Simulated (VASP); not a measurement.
Wanted: the native input for a VASP 6.6.1 run.

```yaml
Task: single point
Functional: PBE
Potentials_or_basis: VASP PAW PBE potentials, release 64 (Rb_sv, Li_sv)
Cutoff: 520 eV
k_mesh: 1 × 1 × 1
Occupations: gaussian, width 0.1 eV
Spin: no spin polarisation
Dipole_correction: no
Further_INCAR_settings: LREAL = Auto; ALGO = Normal; EDIFF = 1e-06; NBANDS = 88
```

The structure of Rb16Li (a cell with a defect) lies in POSCAR:

```
Rb16Li
1.0
   11.1800000000      0.0000000000      0.0000000000
    0.0000000000     11.1800000000      0.0000000000
    0.0000000000      0.0000000000     11.1800000000
Rb Li
16 1
Direct
    0.0002786225      0.0239187835      0.0214205725
    0.4996356887      0.0502771020     -0.0093893560
    0.0002546512      0.4764254919      0.0213316637
   -0.0006754025     -0.0235105546      0.4632081395
    0.2722915921      0.2504466011      0.2869283542
    0.4996188730      0.4507727191     -0.0099908766
    0.4999131485     -0.0334362254      0.5419404293
    0.7272570662      0.2504383721      0.2863794275
   -0.0006831843      0.5240084973      0.4633521467
    0.2843852415      0.7502745081      0.2093317531
    0.2244407871      0.2500343470      0.7280370304
    0.4999248658      0.5339831843      0.5419518784
    0.7150613596      0.7502772809      0.2089548301
    0.7752339893      0.2500432916      0.7284910555
    0.2015208408      0.7501722719      0.7585013417
    0.7974762970      0.7502044723      0.7596843470
    0.4990203041      0.7508462433      0.8796254919
```

These files were run (other wordings do the same):

INCAR

```
  ALGO = Normal
  EDIFF = 1E-6
  ENCUT = 520
  GGA = PE
  ISIF = 2
  ISMEAR = 0
  LASPH = T
  LCHARG = T
  LELF = T
  LREAL = Auto
  LVHAR = T
  LWAVE = F
  NBANDS = 88
  NELM = 100
  PREC = Accurate
  SIGMA = 0.1
```

KPOINTS

```
k-points
0
Gamma
  1 1 1
```

Potentials or basis: VASP PAW PBE potentials, release 64 (Rb_sv, Li_sv).

The run is started by

```sh
$ cat potpaw_PBE.64/Rb_sv/POTCAR potpaw_PBE.64/Li_sv/POTCAR > POTCAR
$ mpirun -np 1 vasp_gam > vasp.out
```

Results of the run:

The largest force is 0.022 eV/Å and the band gap on the k mesh is zero (an odd number of electrons rules out a gap without spin polarisation).

Caveat: the k points lie up to 0.56 Å⁻¹ apart, too coarse for converged energies and pressures of a metal.

Wall time 89 s on 1 thread of AMD EPYC 9R45 96-Core Processor (Zen 5), with other jobs on the host, peak memory 0.94 GiB.
